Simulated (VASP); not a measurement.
# SnO in VASP: single point with PBE+D3(BJ)

Aim: the single point of SnO with PBE+D3(BJ).

All numbers are computed with VASP 6.6.1; they aren't measurements. Logs are shortened: lines on timing, memory, paths and dates and some standing lists are left out, and cuts for length are marked.

### 1 The cell of the first run

The cell holds a slab with vacuum, 8 atoms: a = 3.820 Å, b = 3.820 Å, c = 22.226 Å, α = 90.00°, β = 90.00°, γ = 90.00°.

### 2 Single point, PBE+D3(BJ) (layers slid over each other)

Contents of INCAR:

```
SYSTEM = SnO
PREC = Accurate ; ENCUT = 520
EDIFF = 1E-6 ; ISMEAR = 0
SIGMA = 0.05 ; LREAL = .False.
LASPH = .True. ; NELM = 120
ALGO = Normal ; ISIF = 2
LWAVE = .False. ; LCHARG = .False.
LDIPOL = .True. ; IDIPOL = 3
DIPOL = 0.5 0.5 0.394 ; GGA = PE
IVDW = 12 ; NBANDS = 50
GGA_COMPAT = .False. ; NELMDL = -8
```

Contents of KPOINTS:

```
Automatic mesh
0
Gamma
  7 7 1
  0 0 0
```

Contents of POSCAR:

```
SnO
1.0
    3.8201708766      0.0000000000      0.0000000000
    0.0000000000      3.8201708766      0.0000000000
    0.0000000000      0.0000000000     22.2260720666
Sn O
4 4
Direct
    0.5000000000      0.0000000000      0.2024649244
    0.0000000000      0.5000000000      0.3087831270
    0.0000000000      1.0000000000      0.4797535076
    0.5000000000      0.5000000000      0.5860717102
    0.0000000000      0.0000000000      0.2556240257
    0.5000000000      0.5000000000      0.2556240257
    0.5000000000      1.0000000000      0.5329126089
    0.0000000000      0.5000000000      0.5329126089
```

Potentials or basis: VASP PAW PBE potentials, release 64 (Sn_d, O).

Run with:

```bash
cat potpaw_PBE.64/Sn_d/POTCAR potpaw_PBE.64/O/POTCAR > POTCAR
mpirun -np 1 vasp_std > vasp.out
```

OUTCAR:

```text
SYSTEM = SnO
   PREC = Accurate
   ENCUT = 520
   EDIFF = 1E-6
   ISMEAR = 0
   LREAL = .False.
   LASPH = .True.
   NELM = 120
   ISIF = 2
   GGA = PE
   IVDW = 12
   NELMDL = -8
 IVDW          = 12

 ion  position               nearest neighbor table
   1  0.500  0.000  0.202-   5 2.25   6 2.25   6 2.25   5 2.25   2 3.59   2 3.59   2 3.59   2 3.59

   2  0.000  0.500  0.309-   5 2.25   6 2.25   5 2.25   6 2.25   1 3.59   1 3.59   1 3.59   1 3.59

   3  0.000  0.000  0.480-   7 2.25   8 2.25   8 2.25   7 2.25   4 3.59   4 3.59   4 3.59   4 3.59

   4  0.500  0.500  0.586-   7 2.25   8 2.25   7 2.25   8 2.25   3 3.59   3 3.59   3 3.59   3 3.59

   5  0.000  0.000  0.256-   2 2.25   2 2.25   1 2.25   1 2.25
   6  0.500  0.500  0.256-   2 2.25   2 2.25   1 2.25   1 2.25
   7  0.500  0.000  0.533-   3 2.25   3 2.25   4 2.25   4 2.25
   8  0.000  0.500  0.533-   3 2.25   3 2.25   4 2.25   4 2.25

  LATTYP: Found a simple tetragonal cell.
 ALAT       =     3.8201708766
 C/A-ratio  =     5.8180832179

  Lattice vectors:

 A1 = (   3.8201708766,   0.0000000000,   0.0000000000)
 A2 = (   0.0000000000,   3.8201708766,   0.0000000000)
 A3 = (   0.0000000000,   0.0000000000,  22.2260720666)

Analysis of symmetry for initial positions (statically):
=====================================================================
 Subroutine PRICEL returns:
 Original cell was already a primitive cell.

 Routine SETGRP: Setting up the symmetry group for a
 simple tetragonal supercell.

 Subroutine GETGRP returns: Found  8 space group operations
 (whereof  4 operations were pure point group operations)
 out of a pool of 16 trial point group operations.

The static configuration has the point symmetry C_2v.
 The point group associated with its full space group is D_2h.

Analysis of symmetry for dynamics (positions and initial velocities):
=====================================================================
 Subroutine PRICEL returns:
 Original cell was already a primitive cell.

 Routine SETGRP: Setting up the symmetry group for a
 simple tetragonal supercell.

 Subroutine GETGRP returns: Found  8 space group operations
 (whereof  4 operations were pure point group operations)
 out of a pool of 16 trial point group operations.

The dynamic configuration has the point symmetry C_2v.
 The point group associated with its full space group is D_2h.

 Subroutine INISYM returns: Found  8 space group operations
 (whereof  4 operations are pure point group operations),
 and found     1 'primitive' translations

----------------------------------------------------------------------------------------

                                     Primitive cell

  volume of cell :     324.3608

  direct lattice vectors                    reciprocal lattice vectors
     3.820170877  0.000000000  0.000000000     0.261768395  0.000000000  0.000000000
     0.000000000  3.820170877  0.000000000     0.000000000  0.261768395  0.000000000
     0.000000000  0.000000000 22.226072067     0.000000000  0.000000000  0.044992205

  length of vectors
     3.820170877  3.820170877 22.226072067     0.261768395  0.261768395  0.044992205

  position of ions in fractional coordinates (direct lattice)
     0.500000000  0.000000000  0.202464924
     0.000000000  0.500000000  0.308783127
     0.000000000  0.000000000  0.479753508
     0.500000000  0.500000000  0.586071710
     0.000000000  0.000000000  0.255624026
     0.500000000  0.500000000  0.255624026
     0.500000000  0.000000000  0.532912609
     0.000000000  0.500000000  0.532912609

  ion indices of the primitive-cell ions
   primitive index   ion index
                 1           1
                 2           2
                 3           3
                 4           4
                 5           5
                 6           6
                 7           7
                 8           8

----------------------------------------------------------------------------------------

 KPOINTS: Automatic mesh

Automatic generation of k-mesh.
 Grid dimensions read from file:
 generate k-points for:    7    7    1

 Generating k-lattice:

  Cartesian coordinates                     Fractional coordinates (reciprocal lattice)
     0.037395485  0.000000000  0.000000000     0.142857143  0.000000000  0.000000000
     0.000000000  0.037395485  0.000000000     0.000000000  0.142857143  0.000000000
     0.000000000  0.000000000  0.044992205     0.000000000  0.000000000  1.000000000

  Length of vectors
     0.037395485  0.037395485  0.044992205

  Shift w.r.t. Gamma in fractional coordinates (k-lattice)
     0.000000000  0.000000000  0.000000000

 Subroutine IBZKPT returns following result:
 ===========================================

 Found     16 irreducible k-points:

 Following reciprocal coordinates:
            Coordinates               Weight
  0.000000  0.000000  0.000000      1.000000
  0.142857  0.000000  0.000000      2.000000
  0.000000  0.142857  0.000000      2.000000
  0.285714  0.000000  0.000000      2.000000
  0.000000  0.285714  0.000000      2.000000
  0.428571  0.000000  0.000000      2.000000
[... 8 lines left out ...]
 -0.285714  0.428571  0.000000      4.000000
  0.428571  0.428571  0.000000      4.000000
   k-points           NKPTS =     16   k-points in BZ     NKDIM =     16   number of bands    NBANDS=     50
   number of dos      NEDOS =    301   number of ions     NIONS =      8
   total plane-waves  NPLWV = 131712
   dimension x,y,z NGX =    28 NGY =   28 NGZ =  168
   dimension x,y,z NGXF=    56 NGYF=   56 NGZF=  336
   ions per type =               4   4
   NGX,Y,Z   is equivalent  to a cutoff of  12.19, 12.19, 12.57 a.u.
   NGXF,Y,Z  is equivalent  to a cutoff of  24.37, 24.37, 25.13 a.u.
 SYSTEM =  SnO
   PREC   = accura    normal or accurate (medium, high low for compatibility)
   ISTART =      0    job   : 0-new  1-cont  2-samecut
   ICHARG =      2    charge: 1-file 2-atom 10-const
   ISPIN  =      1    spin polarized calculation?
   LNONCOLLINEAR =      F non collinear calculations
   LSORBIT =      F    spin-orbit coupling
   LASPH  =      T    aspherical Exc in radial PAW
   ENCUT  =  520.0 eV  38.22 Ry    6.18 a.u.   7.10  7.10 41.33*2*pi/ulx,y,z
   NELM   =    120;   NELMIN=  2; NELMDL= -8     # of ELM steps
   EDIFF  = 0.1E-05   stopping-criterion for ELM
   LREAL  =      F    real-space projection
   EDIFFG = 0.1E-04   stopping-criterion for IOM
   NSW    =      0    number of steps for IOM
   IBRION =     -1    ionic relax: 0-MD 1-quasi-New 2-CG
   NFREE  =      0    steps in history (QN), initial steepest desc. (CG)
   ISIF   =      2    stress and relaxation
   ISYM   =      2    0-nonsym 1-usesym 2-fastsym
   POTIM  = 0.5000    time-step for ionic-motion
   TEBEG  =    0.0;   TEEND  =   0.0 temperature during run
   PSTRESS=    0.0 pullay stress
   NELECT =      80.0000    total number of electrons
   NUPDOWN=      -1.0000    fix difference up-down
   EMIN   =  10.00;   EMAX   =-10.00  energy-range for DOS
   EFERMI =   0.00;   METHOD = LEGACY
   ISMEAR =     0;   SIGMA  =   0.05  broadening in eV -4-tet -1-fermi 0-gaus
   EFERMI_NEDOS =   21; number of points for ismear=-14 and -15
   IALGO  =     38    algorithm
   IMIX   =      4    mixing-type and parameters
     AMIX     =   0.40;   BMIX     =  1.00
     AMIX_MAG =   1.60;   BMIX_MAG =  1.00
  volume/ion in A,a.u.               =      40.55       273.61
  Fermi-wavevector in a.u.,A,eV,Ry     =   1.026665  1.940115 14.341097  1.054041
  Thomas-Fermi vector in A             =   2.160570
   LORBIT       =      0    0 simple, 1 ext, 2 COOP (PROOUT), +10 PAW based schemes
   GGA     = PE    functional components
   LHFCALC =     F    Hartree Fock is set to
   AEXX    =    0.0000 exact exchange contribution
   IVDW    =    12    specifies the selected vdW correction
   LEPSILON=     F    determine dielectric tensor
   LRPA    =     F    only Hartree local field effects (RPA)
 non-spin polarized calculation
 Gauss-broadening in eV      SIGMA  =   0.05
  energy-cutoff  :      520.00
  volume of cell :      324.36
 maximum number of plane-waves:      8769
   NGX = 15   NGY = 15   NGZ = 83

 dipolmoment           0.000000      0.000000      0.000161 electrons x Angstroem

 number of electron      79.9999971 magnetization

 dipolmoment           0.000000      0.000000     -0.000002 electrons x Angstroem

 Free energy of the ion-electron system (eV)
  ---------------------------------------------------
  ext. energy  EPLUGINS =         0.00000000
  ---------------------------------------------------
  free energy    TOTEN  =       -45.16049659 eV

  energy without entropy =      -45.16049659  energy(sigma->0) =      -45.16049659

 E-fermi :   0.1774     XC(G=0):  -5.2710

 val. band max:       -0.0702866542   @ k =   0.2857   0.0000   0.0000
 cond. band min:       2.0653881908   @ k =   0.4286   0.0000   0.0000
 fundamental gap:      2.1356748451
 Fermi energy:         0.1773514138

 k-point     1 :       0.0000    0.0000    0.0000
  band No.  band energies     occupation
      1     -21.0536      2.00000
      2     -21.0536      2.00000
      3     -20.6932      2.00000
      4     -20.6931      2.00000
      5     -20.6564      2.00000
      6     -20.6561      2.00000
[... 42 lines left out ...]
     49       5.2765      0.00000
     50       5.2886      0.00000

 k-point     2 :       0.1429    0.0000    0.0000
  band No.  band energies     occupation
      1     -21.0447      2.00000
      2     -21.0446      2.00000
      3     -20.6938      2.00000
      4     -20.6936      2.00000
      5     -20.6578      2.00000
      6     -20.6558      2.00000
[... 42 lines left out ...]
     49       5.4607      0.00000
     50       5.4656      0.00000

 k-point     3 :       0.0000    0.1429    0.0000
  band No.  band energies     occupation
      1     -21.0447      2.00000
      2     -21.0446      2.00000
      3     -20.6940      2.00000
      4     -20.6937      2.00000
      5     -20.6580      2.00000
      6     -20.6574      2.00000
[... 42 lines left out ...]
     49       5.4411      0.00000
     50       5.4495      0.00000

 k-point     4 :       0.2857    0.0000    0.0000
  band No.  band energies     occupation
      1     -21.0198      2.00000
      2     -21.0196      2.00000
      3     -20.7905      2.00000
      4     -20.7901      2.00000
      5     -20.6619      2.00000
      6     -20.6605      2.00000
[... 575 lines left out ...]
 k-point    15 :      -0.2857    0.4286    0.0000
  band No.  band energies     occupation
      1     -20.9888      2.00000
      2     -20.9884      2.00000
      3     -20.9465      2.00000
      4     -20.9465      2.00000
      5     -20.6586      2.00000
      6     -20.6585      2.00000
[... 42 lines left out ...]
     49       5.8934      0.00000
     50       6.1480      0.00000

 k-point    16 :       0.4286    0.4286    0.0000
  band No.  band energies     occupation
      1     -20.9945      2.00000
      2     -20.9944      2.00000
      3     -20.9805      2.00000
      4     -20.9804      2.00000
      5     -20.6607      2.00000
      6     -20.6605      2.00000
[... 42 lines left out ...]
     49       6.3959      0.00000
     50       6.4176      0.00000

------------------------ aborting loop because EDIFF is reached ----------------------------------------

 vacuum level on the upper side and lower side of the slab       (xc-potential included)        -0.134        -0.132

 Edisp (eV)   -1.27436

 E8    (eV) :    -0.5637

  FORCE on cell =-STRESS in cart. coord.  units (eV):
  Direction    XX          YY          ZZ          XY          YZ          ZX
  --------------------------------------------------------------------------------------
  -------------------------------------------------------------------------------------
  Total       0.22566     0.42797     0.00289     0.00000     0.00000     0.00000
  in kB       1.11465     2.11394     0.01428     0.00000     0.00000     0.00000
  external pressure =        1.08 kB  Pullay stress =        0.00 kB

 VOLUME and BASIS-vectors are now :
 -----------------------------------------------------------------------------
  energy-cutoff  :      520.00
  volume of cell :      324.36
      direct lattice vectors                 reciprocal lattice vectors
     3.820170877  0.000000000  0.000000000     0.261768395  0.000000000  0.000000000
     0.000000000  3.820170877  0.000000000     0.000000000  0.261768395  0.000000000
     0.000000000  0.000000000 22.226072067     0.000000000  0.000000000  0.044992205

 POSITION                                       TOTAL-FORCE (eV/Angst)
 -----------------------------------------------------------------------------------
      1.91009      0.00000      4.50000         0.000000      0.000000     -0.075056
      0.00000      1.91009      6.86304         0.000000      0.000000      0.092010
      0.00000      0.00000     10.66304         0.000000      0.000000     -0.092010
      1.91009      1.91009     13.02607         0.000000      0.000000      0.075056
      0.00000      0.00000      5.68152         0.000000      0.000000      0.009017
      1.91009      1.91009      5.68152         0.000000      0.000000      0.012866
      1.91009      0.00000     11.84455         0.000000      0.000000     -0.012866
      0.00000      1.91009     11.84455         0.000000      0.000000     -0.009017
 -----------------------------------------------------------------------------------
    total drift:                                0.000000      0.000000     -0.000089

  FREE ENERGIE OF THE ION-ELECTRON SYSTEM (eV)
  ---------------------------------------------------
  free  energy   TOTEN  =       -46.4348613033 eV

  energy  without entropy=      -46.4348613033  energy(sigma->0) =      -46.43486130

 vacuum level on the upper side and lower side of the slab         4.808         4.810
```

Run time: 11 min. Hardware: 1 thread of Oxide Virtual Turin-like, shared host; peak memory 0.43 GiB.

Results:

| Item | Value |
| --- | --- |
| Free energy | -46.4349 eV |
| Largest force | 0.092 eV/Å |
| Band gap on the k mesh | 2.14 eV (least direct gap 2.34 eV) |
| Dispersion energy per atom | -0.159 eV |

Forces on the atoms (eV/Å):
```
Sn   0.000  0.000 -0.075
Sn   0.000  0.000  0.092
Sn   0.000  0.000 -0.092
Sn   0.000  0.000  0.075
O    0.000  0.000  0.009
O    0.000  0.000  0.013
O    0.000  0.000 -0.013
O    0.000  0.000 -0.009
```

Caveat: the cell differs from its parent crystal (layers slid over each other); spin-orbit coupling is left out, which moves the levels of the heavy elements.
